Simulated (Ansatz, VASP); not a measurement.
## Sn2Ir: VASP beside Ansatz

```xyz
3
Lattice="0.0000 3.1690 3.1690 3.1690 0.0000 3.1690 3.1690 3.1690 0.0000" Properties=species:S:1:pos:R:3 pbc="T T T"
Sn    1.5845    1.5845    1.5845
Sn    4.7535    4.7535    4.7535
Ir    0.0000    0.0000    0.0000
```

Alike in both runs: task electric field gradients; functional LDA; k mesh 10 × 10 × 10; occupations fermi-dirac, width 0.03 eV; no spin polarisation.

|  | VASP | Ansatz |
| --- | --- | --- |
| version | VASP 6.6.1 | Ansatz 0.2.0 |
| potentials or method | VASP PAW LDA potentials, release 64 (Sn_d, Ir) | PAW with Ansatz's default frozen-core files, scalar-relativistic |
| plane-wave cutoff (eV) | 520 | 420 |
| valence electrons in the cell | 37 | 45 |

|  | VASP | Ansatz | Ansatz less VASP |
| --- | --- | --- | --- |
| pressure (GPa) | -1.8 | -2.1 | -0.34 |

LDA's correlation is that of Perdew and Zunger in VASP and of Perdew and Wang (1992) in Ansatz. VASP's potentials hold 37 valence electrons a cell and Ansatz's 45, so a difference there can come from the potentials and not from the codes.

Neither program's run includes spin-orbit coupling.
